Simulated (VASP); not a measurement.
# TiO2 in VASP: further runs

Runs on TiO2. Level: PBEsol. Tasks: single point.

Everything below comes from runs of VASP 6.6.1. Logs are shortened: lines on timing, memory, paths and dates and some standing lists are left out, and cuts for length are marked.

### 1 The cell of the first run

The cell holds a slab with vacuum, 18 atoms: a = 3.771 Å, b = 3.771 Å, c = 28.915 Å, α = 90.00°, β = 90.00°, γ = 90.00°.

### 2 Single point, PBEsol

INCAR reads:

```
SYSTEM = TiO2
PREC = Accurate
ENCUT = 520
EDIFF = 1E-6
ISMEAR = 0
SIGMA = 0.05
LREAL = Auto
LASPH = .TRUE.
NELM = 80
ALGO = Normal
ISIF = 2
LWAVE = .FALSE.
LCHARG = .FALSE.
LDIPOL = .TRUE.
IDIPOL = 3
DIPOL = 0.5 0.5 0.507
GGA = PS
NBANDS = 87
```

KPOINTS reads:

```
Automatic mesh
0
G
  7 7 1
  0 0 0
```

POSCAR reads:

```
TiO2
1.0
    3.7706690536      0.0000000000      0.0000000000
    0.0000000000      3.7706690536      0.0000000000
    0.0000000000      0.0000000000     28.9149260276
O Ti
12 6
Direct
    0.5000000000      0.0000000000      0.2593816077
    0.0000000000      0.0000000000      0.3139357887
    0.5000000000      0.5000000000      0.3419197339
    0.5000000000      0.0000000000      0.3964739149
    0.0000000000      0.5000000000      0.4244578601
    0.5000000000      0.5000000000      0.4790120411
    0.0000000000      0.0000000000      0.5069959863
    0.0000000000      0.5000000000      0.5615501673
    0.5000000000      0.0000000000      0.5895341125
    0.0000000000      0.0000000000      0.6440882935
    0.5000000000      0.5000000000      0.6720722387
    0.5000000000      0.0000000000      0.7266264197
    0.5000000000      0.0000000000      0.3279277613
    0.5000000000      0.5000000000      0.4104658875
    0.0000000000      0.5000000000      0.4930040137
    0.0000000000      0.0000000000      0.5755421399
    0.5000000000      0.0000000000      0.6580802661
    0.5000000000      0.5000000000      0.7406183923
```

Potentials or basis: VASP PAW PBE potentials, release 64 (O, Ti_sv).

Launch:

```bash
$ cat potpaw_PBE.64/O/POTCAR potpaw_PBE.64/Ti_sv/POTCAR > POTCAR
$ mpirun -np 1 vasp_std > vasp.out
```

OUTCAR:

```text
SYSTEM = TiO2
   PREC = Accurate
   ENCUT = 520
   EDIFF = 1E-6
   ISMEAR = 0
   LREAL = Auto
   LASPH = .TRUE.
   NELM = 80
   ISIF = 2
   GGA = PS

 ion  position               nearest neighbor table
   1  0.500  0.000  0.259-  13 1.98
   2  0.000  0.000  0.314-  13 1.93  13 1.93
   3  0.500  0.500  0.342-  13 1.93  13 1.93  14 1.98
   4  0.500  0.000  0.396-  14 1.93  14 1.93  13 1.98
   5  0.000  0.500  0.424-  14 1.93  14 1.93  15 1.98
   6  0.500  0.500  0.479-  15 1.93  15 1.93  14 1.98
   7  0.000  0.000  0.507-  15 1.93  15 1.93  16 1.98
   8  0.000  0.500  0.562-  16 1.93  16 1.93  15 1.98
   9  0.500  0.000  0.590-  16 1.93  16 1.93  17 1.98
  10  0.000  0.000  0.644-  17 1.93  17 1.93  16 1.98
  11  0.500  0.500  0.672-  17 1.93  17 1.93  18 1.98
  12  0.500  0.000  0.727-  18 1.93  18 1.93  17 1.98
  13  0.500  0.000  0.328-   3 1.93   3 1.93   2 1.93   2 1.93   4 1.98   1 1.98
  14  0.500  0.500  0.410-   5 1.93   5 1.93   4 1.93   4 1.93   6 1.98   3 1.98
  15  0.000  0.500  0.493-   7 1.93   7 1.93   6 1.93   6 1.93   8 1.98   5 1.98
  16  0.000  0.000  0.576-   9 1.93   9 1.93   8 1.93   8 1.93  10 1.98   7 1.98
  17  0.500  0.000  0.658-  11 1.93  11 1.93  10 1.93  10 1.93  12 1.98   9 1.98
  18  0.500  0.500  0.741-  12 1.93  12 1.93  11 1.98

  LATTYP: Found a simple tetragonal cell.
 ALAT       =     3.7706690536
 C/A-ratio  =     7.6683807612

  Lattice vectors:

 A1 = (   3.7706690536,   0.0000000000,   0.0000000000)
 A2 = (   0.0000000000,   3.7706690536,   0.0000000000)
 A3 = (   0.0000000000,   0.0000000000,  28.9149260276)

Analysis of symmetry for initial positions (statically):
=====================================================================
 Subroutine PRICEL returns:
 Original cell was already a primitive cell.

 Routine SETGRP: Setting up the symmetry group for a
 simple tetragonal supercell.

 Subroutine GETGRP returns: Found  4 space group operations
 (whereof  4 operations were pure point group operations)
 out of a pool of 16 trial point group operations.

The static configuration has the point symmetry C_2v.

Analysis of symmetry for dynamics (positions and initial velocities):
=====================================================================
 Subroutine PRICEL returns:
 Original cell was already a primitive cell.

 Routine SETGRP: Setting up the symmetry group for a
 simple tetragonal supercell.

 Subroutine GETGRP returns: Found  4 space group operations
[... 136 lines left out ...]
   PSTRESS=    0.0 pullay stress
   NELECT =     144.0000    total number of electrons
   NUPDOWN=      -1.0000    fix difference up-down
   EMIN   =  10.00;   EMAX   =-10.00  energy-range for DOS
   EFERMI =   0.00;   METHOD = LEGACY
   ISMEAR =     0;   SIGMA  =   0.05  broadening in eV -4-tet -1-fermi 0-gaus
   EFERMI_NEDOS =   21; number of points for ismear=-14 and -15
   IALGO  =     38    algorithm
   IMIX   =      4    mixing-type and parameters
     AMIX     =   0.40;   BMIX     =  1.00
     AMIX_MAG =   1.60;   BMIX_MAG =  1.00
  volume/ion in A,a.u.               =      22.84       154.13
  Fermi-wavevector in a.u.,A,eV,Ry     =   1.154009  2.180762 18.119392  1.331738
  Thomas-Fermi vector in A             =   2.290649
   LORBIT       =      0    0 simple, 1 ext, 2 COOP (PROOUT), +10 PAW based schemes
   GGA     = PS    functional components
   LHFCALC =     F    Hartree Fock is set to
   AEXX    =    0.0000 exact exchange contribution
   IVDW    =     0    specifies the selected vdW correction
   LEPSILON=     F    determine dielectric tensor
   LRPA    =     F    only Hartree local field effects (RPA)
 non-spin polarized calculation
 Gauss-broadening in eV      SIGMA  =   0.05
  energy-cutoff  :      520.00
  volume of cell :      411.11
 maximum number of plane-waves:     11112
   NGX = 15   NGY = 15   NGZ =107

 dipolmoment           0.000000      0.000000      0.003017 electrons x Angstroem

 number of electron     143.9999938 magnetization

 dipolmoment           0.000000      0.000000     -0.499670 electrons x Angstroem

 Free energy of the ion-electron system (eV)
  ---------------------------------------------------
  ext. energy  EPLUGINS =         0.00000000
  ---------------------------------------------------
  free energy    TOTEN  =      -158.40420716 eV

  energy without entropy =     -158.39053596  energy(sigma->0) =     -158.39737156

 E-fermi :  -0.7588     XC(G=0):  -6.1980

 val. band max:       -0.7667455326   @ k =  -0.1429   0.4286   0.0000
 cond. band min:      -0.7498071397   @ k =   0.1429   0.1429   0.0000
 fundamental gap:      0.0169383929
 Fermi energy:        -0.7588059325

 k-point     1 :       0.0000    0.0000    0.0000
  band No.  band energies     occupation
      1     -59.2693      2.00000
      2     -59.0199      2.00000
      3     -58.6819      2.00000
      4     -58.0747      2.00000
      5     -57.4432      2.00000
      6     -56.6071      2.00000
[... 1381 lines left out ...]
     83       1.5483      0.00000
     84       1.7015      0.00000
 [bands above 84 left out]

------------------------ aborting loop because EDIFF is reached ----------------------------------------

 vacuum level on the upper side and lower side of the slab       (xc-potential included)        -3.323         2.905

  FORCE on cell =-STRESS in cart. coord.  units (eV):
  Direction    XX          YY          ZZ          XY          YZ          ZX
  --------------------------------------------------------------------------------------
  -------------------------------------------------------------------------------------
  Total       -5.0529703      0.2283154     -4.7752023      0.0000000      0.0000000      0.0000000
  in kB      -19.6923891      0.8897889    -18.6098742      0.0000000      0.0000000      0.0000000
  external PRESSURE =     -12.4708248 kB  Pullay stress =       0.0000000 kB

 VOLUME and BASIS-vectors are now :
 -----------------------------------------------------------------------------
  energy-cutoff  :      520.00
  volume of cell :      411.11
      direct lattice vectors                 reciprocal lattice vectors
     3.770669054  0.000000000  0.000000000     0.265204924  0.000000000  0.000000000
     0.000000000  3.770669054  0.000000000     0.000000000  0.265204924  0.000000000
     0.000000000  0.000000000 28.914926028     0.000000000  0.000000000  0.034584214

 POSITION                                       TOTAL-FORCE (eV/Angst)
 -----------------------------------------------------------------------------------
      1.88533      0.00000      7.50000         0.000000      0.000000      2.219206
      0.00000      0.00000      9.07743         0.000000      0.000000     -0.223858
      1.88533      1.88533      9.88658         0.000000      0.000000      1.016489
      1.88533      0.00000     11.46401         0.000000      0.000000      0.909967
      0.00000      1.88533     12.27317         0.000000      0.000000      0.710442
      1.88533      1.88533     13.85060         0.000000      0.000000      0.788079
[... 10 lines left out ...]
      1.88533      0.00000     19.02834         0.000000      0.000000     -1.701580
      1.88533      1.88533     21.41493         0.000000      0.000000     -2.235534
 -----------------------------------------------------------------------------------
    total drift:                                0.000000     -0.000000      0.013746

  FREE ENERGIE OF THE ION-ELECTRON SYSTEM (eV)
  ---------------------------------------------------
  free  energy   TOTEN  =      -158.4042071650 eV

  energy  without entropy=     -158.3905359556  energy(sigma->0) =     -158.39737156

 vacuum level on the upper side and lower side of the slab         2.045         8.397
```

OSZICAR:

```text
N       E                     dE             d eps       ncg     rms          rms(c)
DAV:   1     0.211848364833E+04    0.21185E+04   -0.72831E+04  2968   0.168E+03
DAV:   2     0.185256972329E+03   -0.19332E+04   -0.18618E+04  3219   0.520E+02
DAV:   3    -0.178545282390E+03   -0.36380E+03   -0.35876E+03  3604   0.220E+02
[... 38 lines left out ...]
DAV:  42    -0.158404198875E+03   -0.47314E-05   -0.88000E-07  2049   0.637E-03    0.623E-03
DAV:  43    -0.158404200550E+03   -0.16743E-05   -0.48412E-07  1888   0.341E-03    0.328E-03
DAV:  44    -0.158404203503E+03   -0.29534E-05   -0.36796E-07  1899   0.254E-03    0.310E-03
DAV:  45    -0.158404206870E+03   -0.33671E-05   -0.28345E-07  1754   0.233E-03    0.315E-03
DAV:  46    -0.158404207165E+03   -0.29481E-06   -0.20634E-07  1720   0.222E-03
   1 F= -.15840421E+03 E0= -.15839737E+03  d E =-.136712E-01
```

It took 22 min on 1 thread of AMD EPYC 9R45 (Zen 5), shared host; peak memory 0.59 GiB.

What came out:

```yaml
Free_energy: -158.4042 eV
Largest_force: 3.228 eV/Å
Band_gap_on_the_k_mesh: zero (bands 72 and 73 overlap by 0.14 eV)
```

Forces in eV/Å, atoms in the order of the input:
```
O    0.000  0.000  2.219
O    0.000  0.000 -0.224
O    0.000  0.000  1.016
O    0.000  0.000  0.910
O    0.000  0.000  0.710
O    0.000  0.000  0.788
O    0.000  0.000  0.716
O    0.000  0.000  0.747
O    0.000  0.000  0.769
O    0.000  0.000  0.704
O    0.000  0.000  1.436
O    0.000  0.000  1.803
Ti   0.000  0.000 -3.228
Ti   0.000  0.000 -1.543
Ti   0.000  0.000 -1.459
Ti   0.000  0.000 -1.429
Ti   0.000  0.000 -1.702
Ti   0.000  0.000 -2.236
```

Caveat: the PAW data sets were made with another functional, which shifts forces and pressure a little; semilocal functionals often make such compounds metallic where correlation or magnetic order opens a gap, which also shifts bond lengths.

### 3 Single point, PBEsol

INCAR reads:

```
SYSTEM = TiO2
PREC = Accurate ; ENCUT = 520
EDIFF = 1E-6 ; ISMEAR = 0
SIGMA = 0.05 ; LREAL = Auto
LASPH = .True. ; NELM = 60
ALGO = Normal ; ISIF = 2
LWAVE = .False. ; LCHARG = .False.
LDIPOL = .True. ; IDIPOL = 3
DIPOL = 0.5 0.5 0.507 ; GGA = PS
NBANDS = 87
```

KPOINTS reads:

```
Automatic mesh
0
Gamma
  7 7 1
  0 0 0
```

POSCAR reads:

```
TiO2
1.0
    3.7706690536      0.0000000000      0.0000000000
    0.0000000000      3.7706690536      0.0000000000
    0.0000000000      0.0000000000     28.9149260276
O Ti
12 6
Direct
    0.5000000000      0.0000000000      0.2566502723
    0.0000000000      0.0000000000      0.3125585342
    0.5000000000      0.5000000000      0.3388976072
    0.5000000000      0.0000000000      0.3994349509
    0.0000000000      0.5000000000      0.4230219217
    0.5000000000      0.5000000000      0.4828624653
    0.0000000000      0.0000000000      0.5072457347
    0.0000000000      0.5000000000      0.5667869572
    0.5000000000      0.0000000000      0.5912595885
    0.0000000000      0.0000000000      0.6507395545
    0.5000000000      0.5000000000      0.6778645372
    0.5000000000      0.0000000000      0.7489925968
    0.5000000000      0.0000000000      0.3155803528
    0.5000000000      0.5000000000      0.4014163007
    0.0000000000      0.5000000000      0.4856079578
    0.0000000000      0.0000000000      0.5697695644
    0.5000000000      0.0000000000      0.6534646884
    0.5000000000      0.5000000000      0.7395330404
```

Potentials or basis: VASP PAW PBE potentials, release 64 (O, Ti_sv).

Launch:

```bash
$ cat potpaw_PBE.64/O/POTCAR potpaw_PBE.64/Ti_sv/POTCAR > POTCAR
$ mpirun -np 1 vasp_std > vasp.out
```

OUTCAR:

```text
SYSTEM = TiO2
   PREC = Accurate
   ENCUT = 520
   EDIFF = 1E-6
   ISMEAR = 0
   LREAL = Auto
   LASPH = .True.
   NELM = 60
   ISIF = 2
   GGA = PS

 ion  position               nearest neighbor table
   1  0.500  0.000  0.257-  13 1.70
   2  0.000  0.000  0.313-  13 1.89  13 1.89
   3  0.500  0.500  0.339-  14 1.81  13 2.00  13 2.00
   4  0.500  0.000  0.399-  14 1.89  14 1.89  13 2.42
   5  0.000  0.500  0.423-  15 1.81  14 1.99  14 1.99
   6  0.500  0.500  0.483-  15 1.89  15 1.89  14 2.36
[... 1632 lines left out ...]
  Total        0.1340258     -3.9606936      1.2978827      0.0000000      0.0000000      0.0000000
  in kB        0.5223239    -15.4355785      5.0580963      0.0000000      0.0000000      0.0000000
  external PRESSURE =      -3.2850528 kB  Pullay stress =       0.0000000 kB

 VOLUME and BASIS-vectors are now :
 -----------------------------------------------------------------------------
  energy-cutoff  :      520.00
  volume of cell :      411.11
      direct lattice vectors                 reciprocal lattice vectors
     3.770669054  0.000000000  0.000000000     0.265204924  0.000000000  0.000000000
     0.000000000  3.770669054  0.000000000     0.000000000  0.265204924  0.000000000
     0.000000000  0.000000000 28.914926028     0.000000000  0.000000000  0.034584214

 POSITION                                       TOTAL-FORCE (eV/Angst)
 -----------------------------------------------------------------------------------
      1.88533      0.00000      7.42102         0.000000      0.000000     -0.194217
      0.00000      0.00000      9.03761         0.000000      0.000000     -0.002012
      1.88533      1.88533      9.79920         0.000000      0.000000     -0.090746
      1.88533      0.00000     11.54963         0.000000      0.000000     -0.008151
      0.00000      1.88533     12.23165         0.000000      0.000000     -0.090803
      1.88533      1.88533     13.96193         0.000000      0.000000     -0.002076
[... 10 lines left out ...]
      1.88533      0.00000     18.89488         0.000000      0.000000      0.126498
      1.88533      1.88533     21.38354         0.000000      0.000000      0.088811
 -----------------------------------------------------------------------------------
    total drift:                                0.000000      0.000000      0.050166

  FREE ENERGIE OF THE ION-ELECTRON SYSTEM (eV)
  ---------------------------------------------------
  free  energy   TOTEN  =      -160.1134862598 eV

  energy  without entropy=     -160.1049998303  energy(sigma->0) =     -160.10924305

 vacuum level on the upper side and lower side of the slab         1.913         8.217
```

OSZICAR:

```text
N       E                     dE             d eps       ncg     rms          rms(c)
DAV:   1     0.211282431147E+04    0.21128E+04   -0.72846E+04  2952   0.168E+03
DAV:   2     0.190320849757E+03   -0.19225E+04   -0.18451E+04  3203   0.519E+02
[... 33 lines left out ...]
DAV:  36    -0.160113478473E+03   -0.41447E-05   -0.90266E-05  3985   0.578E-02    0.992E-02
DAV:  37    -0.160113490204E+03   -0.11732E-04   -0.15380E-04  4064   0.693E-02    0.849E-02
DAV:  38    -0.160113503296E+03   -0.13092E-04   -0.52641E-05  3993   0.282E-02    0.786E-02
DAV:  39    -0.160113496024E+03    0.72720E-05   -0.84328E-06  3505   0.168E-02    0.667E-02
DAV:  40    -0.160113491783E+03    0.42406E-05   -0.17857E-05  3898   0.243E-02    0.489E-02
DAV:  41    -0.160113485367E+03    0.64157E-05   -0.14438E-05  3873   0.209E-02    0.335E-02
DAV:  42    -0.160113486260E+03   -0.89243E-06   -0.70124E-06  3728   0.128E-02
   1 F= -.16011349E+03 E0= -.16010924E+03  d E =-.848643E-02
```

stdout:

```text
POSCAR found type information on POSCAR O Ti
 POSCAR found :  2 types and      18 ions
 scaLAPACK will be used
 -----------------------------------------------------------------------------
|                                                                             |
|                                                                             |
|     You enforced a specific xc type in the INCAR file but a different       |
|     I HOPE YOU KNOW WHAT YOU ARE DOING!                                     |
|                                                                             |
 -----------------------------------------------------------------------------

 LDA part: xc-table for (Slater+PW92), standard interpolation
 POSCAR, INCAR and KPOINTS ok, starting setup
 FFT: planning ... GRIDC
 FFT: planning ... GRID_SOFT
 FFT: planning ... GRID
 WAVECAR not read
 entering main loop
```

It took 22 min on 1 thread of AMD EPYC 9R45 (Zen 5), shared host; peak memory 0.59 GiB.

Results:

```
Free energy            : -160.1135 eV
Largest force          : 0.194 eV/Å
Band gap on the k mesh : zero (bands 72 and 73 overlap by 0.61 eV)
```

Forces on the atoms (eV/Å):
```
O    0.000  0.000 -0.194
O    0.000  0.000 -0.002
O    0.000  0.000 -0.091
O    0.000  0.000 -0.008
O    0.000  0.000 -0.091
O    0.000  0.000 -0.002
O    0.000  0.000 -0.077
O    0.000  0.000 -0.002
O    0.000  0.000 -0.092
O    0.000  0.000  0.008
O    0.000  0.000 -0.095
O    0.000  0.000  0.018
Ti   0.000  0.000  0.171
Ti   0.000  0.000  0.074
Ti   0.000  0.000  0.026
Ti   0.000  0.000  0.142
Ti   0.000  0.000  0.126
Ti   0.000  0.000  0.089
```

Levels at points of the mesh, in eV from the Fermi level:
| k point | band 70 | band 71 | band 72 | band 73 | band 74 | band 75 |
| --- | --- | --- | --- | --- | --- | --- |
| (0.00, 0.00, 0.00) | -0.58 | -0.51 | -0.05 | 0.01 | 0.09 | 0.44 |

Caveat: the PAW data sets were made with another functional, which shifts forces and pressure a little; semilocal functionals often make such compounds metallic where correlation or magnetic order opens a gap, which also shifts bond lengths.
